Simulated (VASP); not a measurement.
## AlN: relaxation of shape and atoms at fixed volume with r2SCAN

AlN:

```
Al N
1.0
     2.94363    0.00000    0.00000
    -1.47181    2.54926    0.00000
     0.00000    0.00000    4.65826
Al N
2 2
Cartesian
  0.0000 1.6995 -0.0125
  1.4718 0.8498 2.3166
  0.0000 1.6995 1.7827
  1.4718 0.8498 4.1118
```

```json
{
 "Program": "VASP 6.6.1",
 "Task": "relaxation of shape and atoms at fixed volume",
 "Functional": "r2SCAN",
 "Potentials or basis": "VASP PAW PBE potentials, release 64 (Al, N)",
 "Cutoff": "600 eV",
 "k mesh": "8 × 8 × 4",
 "Occupations": "gaussian, width 0.05 eV",
 "Spin": "no spin polarisation",
 "Dipole correction": "no",
 "Further INCAR settings": "ALGO = Normal; EDIFF = 1e-07; IBRION = 2; EDIFFG = -0.01; NSW = 60; ISIF = 4"
}
```

```
Energy gained by relaxing : 0.4 meV/atom
Ionic steps               : 4
Pressure after relaxing   : 50.7 GPa
Band gap on the k mesh    : 5.92 eV (least direct gap 6.42 eV)
```

Step by step:
```csv
step,energy change (eV),largest force (eV/Å),pressure (GPa),volume (Å³)
1,0.0000,0.0426,51.03,34.96
2,-0.0009,0.0551,50.91,34.96
3,-0.0013,0.0755,50.73,34.96
4,-0.0016,0.0006,50.65,34.96
```

Final structure:
```
CELL_PARAMETERS angstrom
2.95361 0.00000 0.00000
-1.47681 2.55790 0.00000
0.00000 0.00000 4.62683
ATOMIC_POSITIONS crystal
Al 0.33333 0.66667 0.99570
Al 0.66667 0.33333 0.49570
N 0.33333 0.66667 0.38430
N 0.66667 0.33333 0.88430
```

Levels at points of the mesh, in eV from the valence-band top:
| k point | band 5 | band 6 | band 7 | band 8 | band 9 | band 10 | band 11 | band 12 |
| --- | --- | --- | --- | --- | --- | --- | --- | --- |
| (0.00, 0.00, 0.00) | -1.34 | -0.57 | -0.57 | 0.00 | 6.42 | 8.80 | 12.90 | 12.90 |
| (0.50, 0.00, 0.00) | -4.01 | -2.73 | -2.17 | -0.98 | 6.87 | 6.93 | 10.42 | 12.47 |
| (0.00, 0.00, 0.50) | -0.97 | -0.97 | -0.97 | -0.97 | 8.66 | 8.66 | 12.80 | 12.80 |
| (0.50, 0.00, 0.50) | -1.96 | -1.96 | -1.66 | -1.66 | 6.54 | 6.54 | 11.08 | 11.08 |

It took 3.8 min on 1 thread of Intel Xeon 8259CL, with other jobs on the host, peak memory 0.17 GiB.

Caveat: the PAW data sets were made with another functional, which shifts forces and pressure a little. A k mesh can miss the band edges.
